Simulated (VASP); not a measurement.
# IrPtC4N4 (P-43m) in VASP: further runs

The runs below take IrPtC4N4 through single point, with PBE.

Program: VASP 6.6.1. These are calculated values, not measurements. Logs are shortened: lines on timing, memory, paths and dates and some standing lists are left out, and cuts for length are marked.

## Step 1: The cell of the first run

Symmetry: P-43m, No. 215, cubic system. The conventional cell has a = 5.883 Å, b = 5.883 Å, c = 5.883 Å, α = 90.00°, β = 90.00°, γ = 90.00°. Within 2.7 Å of Ir (site symmetry -43m) lie 4 N at 2.01 Å. Within 2.5 Å of Pt (site symmetry -43m) lie 4 C at 1.92 Å. Within 1.6 Å of C (site symmetry 3m) lie 1 N at 1.17 Å. Within 1.6 Å of N (site symmetry 3m) lie 1 C at 1.17 Å.

## Step 2: Single point, PBE, collinear spin

INCAR reads:

```
PREC = Accurate
ENCUT = 520
EDIFF = 1E-7
ISMEAR = 0
SIGMA = 0.1
LREAL = F
LASPH = T
NELM = 150
ALGO = Normal
ISIF = 2
LWAVE = F
LCHARG = F
ISPIN = 2
MAGMOM = 1 0 0 0 0 0 0 0 0 0
LORBIT = 11
LMAXMIX = 4
GGA = PE
NBANDS = 42
```

KPOINTS reads:

```
Automatic mesh
0
Gamma
  4 4 4
```

POSCAR reads:

```
IrPtC4N4
1.0
    5.8826218900      0.0000000000      0.0000000000
    0.0000000000      5.8826218900      0.0000000000
    0.0000000000      0.0000000000      5.8826218900
Ir Pt C N
1 1 4 4
Direct
    0.5000000000      0.5000000000      0.5000000000
    0.0000000000      0.0000000000      0.0000000000
    0.1881440800      0.1881440800      0.1881440800
    0.1881440800      0.8118559200      0.8118559200
    0.8118559200      0.1881440800      0.8118559200
    0.8118559200      0.8118559200      0.1881440800
    0.3029738000      0.3029738000      0.3029738000
    0.3029738000      0.6970262000      0.6970262000
    0.6970262000      0.3029738000      0.6970262000
    0.6970262000      0.6970262000      0.3029738000
```

Potentials or basis: VASP PAW PBE potentials, release 64 (Ir, Pt, C, N).

Launch:

```sh
> cat potpaw_PBE.64/Ir/POTCAR potpaw_PBE.64/Pt/POTCAR potpaw_PBE.64/C/POTCAR potpaw_PBE.64/N/POTCAR > POTCAR
> mpirun -np 1 vasp_std > vasp.out
```

OUTCAR:

```text
PREC = Accurate
   ENCUT = 520
   EDIFF = 1E-7
   ISMEAR = 0
   LREAL = F
   LASPH = T
   NELM = 150
   ISIF = 2
   ISPIN = 2
   LORBIT = 11
   GGA = PE

 ion  position               nearest neighbor table
   1  0.500  0.500  0.500-   7 2.01   8 2.01   9 2.01  10 2.01
   2  0.000  0.000  0.000-   3 1.92   4 1.92   5 1.92   6 1.92
   3  0.188  0.188  0.188-   7 1.17   2 1.92
   4  0.188  0.812  0.812-   8 1.17   2 1.92
   5  0.812  0.188  0.812-   9 1.17   2 1.92
   6  0.812  0.812  0.188-  10 1.17   2 1.92
   7  0.303  0.303  0.303-   3 1.17   1 2.01
   8  0.303  0.697  0.697-   4 1.17   1 2.01
   9  0.697  0.303  0.697-   5 1.17   1 2.01
  10  0.697  0.697  0.303-   6 1.17   1 2.01

  LATTYP: Found a simple cubic cell.
 ALAT       =     5.8826218900

  Lattice vectors:

 A1 = (   5.8826218900,   0.0000000000,   0.0000000000)
 A2 = (   0.0000000000,   5.8826218900,   0.0000000000)
 A3 = (   0.0000000000,   0.0000000000,   5.8826218900)

Analysis of symmetry for initial positions (statically):
=====================================================================
 Subroutine PRICEL returns:
 Original cell was already a primitive cell.

 Routine SETGRP: Setting up the symmetry group for a
 simple cubic supercell.

 Subroutine GETGRP returns: Found 24 space group operations
 (whereof 24 operations were pure point group operations)
 out of a pool of 48 trial point group operations.

The static configuration has the point symmetry T_d .

Analysis of symmetry for dynamics (positions and initial velocities):
=====================================================================
 Subroutine PRICEL returns:
 Original cell was already a primitive cell.

 Routine SETGRP: Setting up the symmetry group for a
 simple cubic supercell.

 Subroutine GETGRP returns: Found 24 space group operations
 (whereof 24 operations were pure point group operations)
 out of a pool of 48 trial point group operations.

The dynamic configuration has the point symmetry T_d .

Analysis of structural, dynamic, and magnetic symmetry:
=====================================================================
 Subroutine PRICEL returns:
 Original cell was already a primitive cell.

 Routine SETGRP: Setting up the symmetry group for a
 simple cubic supercell.

[... 150 lines left out ...]
  free energy    TOTEN  =       -76.58561696 eV

  energy without entropy =      -76.55717064  energy(sigma->0) =      -76.57139380

 E-fermi :  -0.1588     XC(G=0):  -7.5672

 val. band max:       -0.1675246182   @ k =   0.5000   0.2500   0.2500
 cond. band min:      -0.1511451743   @ k =   0.5000   0.2500   0.2500
 fundamental gap:      0.0163794439
 Fermi energy:        -0.1587858631

 spin component 1

 k-point     1 :       0.0000    0.0000    0.0000
  band No.  band energies     occupation
      1     -18.4235      1.00000
      2     -18.2838      1.00000
      3     -18.2838      1.00000
      4     -18.2838      1.00000
      5      -9.6911      1.00000
      6      -8.8834      1.00000
[... 409 lines left out ...]
     38       5.5358      0.00000
     39       5.7085      0.00000
 Fermi energy:        -0.1587858631

 spin component 2

 k-point     1 :       0.0000    0.0000    0.0000
  band No.  band energies     occupation
      1     -18.3831      1.00000
      2     -18.2441      1.00000
      3     -18.2441      1.00000
      4     -18.2441      1.00000
      5      -9.6209      1.00000
      6      -8.7580      1.00000
[... 409 lines left out ...]
     38       5.5965      0.00000
     39       6.1682      0.00000
 [bands above 39 left out]

------------------------ aborting loop because EDIFF is reached ----------------------------------------

  FORCE on cell =-STRESS in cart. coord.  units (eV):
  Direction    XX          YY          ZZ          XY          YZ          ZX
  --------------------------------------------------------------------------------------
  -------------------------------------------------------------------------------------
  Total        4.0590185      4.0590185      4.0590185     -0.0000000      0.0000000     -0.0000000
  in kB       31.9461707     31.9461707     31.9461707     -0.0000000      0.0000000     -0.0000000
  external PRESSURE =      31.9461707 kB  Pullay stress =       0.0000000 kB

 VOLUME and BASIS-vectors are now :
 -----------------------------------------------------------------------------
  energy-cutoff  :      520.00
  volume of cell :      203.57
      direct lattice vectors                 reciprocal lattice vectors
     5.882621890  0.000000000  0.000000000     0.169992228  0.000000000  0.000000000
     0.000000000  5.882621890  0.000000000     0.000000000  0.169992228  0.000000000
     0.000000000  0.000000000  5.882621890     0.000000000  0.000000000  0.169992228

 POSITION                                       TOTAL-FORCE (eV/Angst)
 -----------------------------------------------------------------------------------
      2.94131      2.94131      2.94131         0.000000     -0.000000     -0.000000
      0.00000      0.00000      0.00000         0.000000     -0.000000     -0.000000
      1.10678      1.10678      1.10678        -0.648299     -0.648299     -0.648299
      1.10678      4.77584      4.77584        -0.648299      0.648299      0.648299
      4.77584      1.10678      4.77584         0.648299     -0.648299      0.648299
      4.77584      4.77584      1.10678         0.648299      0.648299     -0.648299
      1.78228      1.78228      1.78228         1.847180      1.847180      1.847180
      1.78228      4.10034      4.10034         1.847180     -1.847180     -1.847180
      4.10034      1.78228      4.10034        -1.847180      1.847180     -1.847180
      4.10034      4.10034      1.78228        -1.847180     -1.847180      1.847180
 -----------------------------------------------------------------------------------
    total drift:                               -0.000000     -0.000000      0.000000

  FREE ENERGIE OF THE ION-ELECTRON SYSTEM (eV)
  ---------------------------------------------------
  free  energy   TOTEN  =       -76.5856169621 eV

  energy  without entropy=      -76.5571706441  energy(sigma->0) =      -76.57139380

 total charge

# of ion       s       p       d       tot
------------------------------------------
    1        0.554   0.687   6.830   8.071
    2        0.800   1.200   8.015  10.015
    3        0.951   1.637   0.000   2.588
    4        0.951   1.637   0.000   2.588
    5        0.951   1.637   0.000   2.588
    6        0.951   1.637   0.000   2.588
    7        1.286   2.607   0.000   3.894
    8        1.286   2.607   0.000   3.894
    9        1.286   2.607   0.000   3.894
   10        1.286   2.607   0.000   3.894
--------------------------------------------------
tot         10.304  18.862  14.845  44.011

 magnetization (x)

# of ion       s       p       d       tot
------------------------------------------
    1        0.010   0.100   0.973   1.083
    2       -0.001  -0.069  -0.121  -0.191
    3        0.001   0.024   0.000   0.024
    4        0.001   0.024   0.000   0.024
    5        0.001   0.024   0.000   0.024
    6        0.001   0.024   0.000   0.024
    7        0.010  -0.002   0.000   0.008
    8        0.010  -0.002   0.000   0.008
    9        0.010  -0.002   0.000   0.008
   10        0.010  -0.002   0.000   0.008
--------------------------------------------------
tot          0.051   0.116   0.852   1.019
```

Wall time 5.9 min (1 thread of Intel Xeon 8259CL, shared host); peak memory 0.49 GiB.

What came out:

```
Free energy                                           : -76.5856 eV
Pressure                                              : 3.2 GPa
Largest force                                         : 3.199 eV/Å
Net moment                                            : 1.16 μB per cell
Site moments                                          : Ir +1.08; Pt -0.19; C +0.02; N +0.01 μB
Valence electrons inside the program's atomic spheres : Ir 8.07; Pt 10.02; C 2.59; N 3.89
```

Forces in eV/Å, atoms in the order of the input:
```
Ir   0.000  0.000  0.000
Pt   0.000  0.000  0.000
C   -0.648 -0.648 -0.648
C   -0.648  0.648  0.648
C    0.648 -0.648  0.648
C    0.648  0.648 -0.648
N    1.847  1.847  1.847
N    1.847 -1.847 -1.847
N   -1.847  1.847 -1.847
N   -1.847 -1.847  1.847
```

Levels at points of the mesh, in eV from the Fermi level:
Spin up:
```csv
k point,band 24,band 25,band 26,band 27,band 28,band 29,band 30,band 31,band 32,band 33
"(0.00, 0.00, 0.00)",-1.15,-0.99,-0.99,-0.99,-0.08,-0.08,-0.08,4.58,4.75,4.75
"(0.50, 0.00, 0.00)",-1.66,-1.25,-1.25,-0.20,0.03,0.41,0.41,4.60,4.60,4.96
"(0.50, 0.50, 0.00)",-1.63,-1.08,-1.08,-0.22,0.05,0.26,0.26,4.72,4.72,4.93
"(0.50, 0.50, 0.50)",-1.03,-0.74,-0.74,-0.74,-0.14,-0.14,-0.14,4.64,4.64,4.64
```
Spin down:
```
           k point  band 24  band 25  band 26  band 27  band 28  band 29  band 30  band 31
(0.00, 0.00, 0.00)    -0.90    -0.86    -0.86    -0.86     0.45     0.45     0.45     4.72
(0.50, 0.00, 0.00)    -1.34    -1.00    -1.00     0.06     0.51     0.82     0.82     4.72
(0.50, 0.50, 0.00)    -1.32    -0.84    -0.84     0.07     0.50     0.68     0.68     4.85
(0.50, 0.50, 0.50)    -0.80    -0.64    -0.64    -0.64     0.43     0.43     0.43     4.68
```

Caveat: the cell stands under pressure; spin-orbit coupling is left out, which moves the levels of the heavy elements; forces of over 1 eV/Å act on the atoms, so gaps and moduli don't describe the material at rest.

## Step 3: Single point, PBE, collinear spin

INCAR reads:

```
SYSTEM = IrPtC4N4
PREC = Accurate
ENCUT = 520
EDIFF = 1E-6
ISMEAR = 0
SIGMA = 0.1
LREAL = .FALSE.
LASPH = .TRUE.
NELM = 150
ALGO = Normal
ISIF = 2
LWAVE = .FALSE.
LCHARG = .TRUE.
ISPIN = 2
MAGMOM = 1 0 0 0 0 0 0 0 0 0
LORBIT = 11
LMAXMIX = 4
GGA = PE
LELF = .TRUE.
LVHAR = .TRUE.
NBANDS = 42
```

KPOINTS reads:

```
Automatic mesh
0
G
  4 4 4
  0 0 0
```

POSCAR reads:

```
IrPtC4N4
1.0
    5.8853127126      0.0000000000      0.0000000000
    0.0000000000      5.8853127126      0.0000000000
    0.0000000000      0.0000000000      5.8853127126
Ir Pt C N
1 1 4 4
Direct
    0.5000000000      0.5000000000      0.5000000000
    0.0000000000      0.0000000000      0.0000000000
    0.1930180521      0.1930180521      0.1930180521
    0.1930180521      0.8069819479      0.8069819479
    0.8069819479      0.1930180521      0.8069819479
    0.8069819479      0.8069819479      0.1930180521
    0.3099723697      0.3099723697      0.3099723697
    0.3099723697      0.6900276303      0.6900276303
    0.6900276303      0.3099723697      0.6900276303
    0.6900276303      0.6900276303      0.3099723697
```

Potentials or basis: VASP PAW PBE potentials, release 64 (Ir, Pt, C, N).

Launch:

```sh
> cat potpaw_PBE.64/Ir/POTCAR potpaw_PBE.64/Pt/POTCAR potpaw_PBE.64/C/POTCAR potpaw_PBE.64/N/POTCAR > POTCAR
> mpirun -np 1 vasp_std > vasp.out
```

It took 6.4 min on 1 thread of Intel Xeon 8259CL, shared host; peak memory 0.49 GiB.

The run converged. Its results:

- Free energy: -76.9288 eV
- Pressure: 0.4 GPa
- Largest force: 0.222 eV/Å
- Net moment: 1.09 μB per cell
- Site moments: Ir +0.84; Pt -0.11; C +0.03; N +0.01 μB
- Valence electrons inside the program's atomic spheres: Ir 8.38; Pt 9.76; C 2.52; N 3.88

Forces on the atoms (eV/Å):
```
Ir   0.000  0.000  0.000
Pt   0.000  0.000  0.000
C   -0.128 -0.128 -0.128
C   -0.128  0.128  0.128
C    0.128 -0.128  0.128
C    0.128  0.128 -0.128
N    0.062  0.062  0.062
N    0.062 -0.062 -0.062
N   -0.062  0.062 -0.062
N   -0.062 -0.062  0.062
```

Levels at points of the mesh, in eV from the Fermi level:
Spin up:
| k point | band 26 | band 27 | band 28 | band 29 | band 30 | band 31 |
| --- | --- | --- | --- | --- | --- | --- |
| (0.00, 0.00, 0.00) | -1.03 | -1.03 | -0.06 | -0.06 | -0.06 | 4.39 |
| (0.50, 0.00, 0.00) | -1.29 | -0.07 | -0.04 | 0.44 | 0.44 | 4.37 |
| (0.50, 0.50, 0.00) | -1.14 | -0.09 | -0.03 | 0.30 | 0.30 | 4.46 |
| (0.50, 0.50, 0.50) | -0.80 | -0.80 | -0.12 | -0.12 | -0.12 | 4.30 |
Spin down:
```
           k point  band 23  band 24  band 25  band 26  band 27  band 28  band 29  band 30  band 31  band 32
(0.00, 0.00, 0.00)    -0.97    -0.97    -0.94    -0.94    -0.94     0.36     0.36     0.36     4.46     4.46
(0.50, 0.00, 0.00)    -2.25    -1.48    -1.10    -1.10     0.00     0.46     0.77     0.77     4.47     4.47
(0.50, 0.50, 0.00)    -2.09    -1.42    -0.97    -0.97     0.00     0.44     0.65     0.65     4.51     4.51
(0.50, 0.50, 0.50)    -0.84    -0.84    -0.73    -0.73    -0.73     0.34     0.34     0.34     4.37     4.37
```

Caveat: spin-orbit coupling is left out, which moves the levels of the heavy elements.
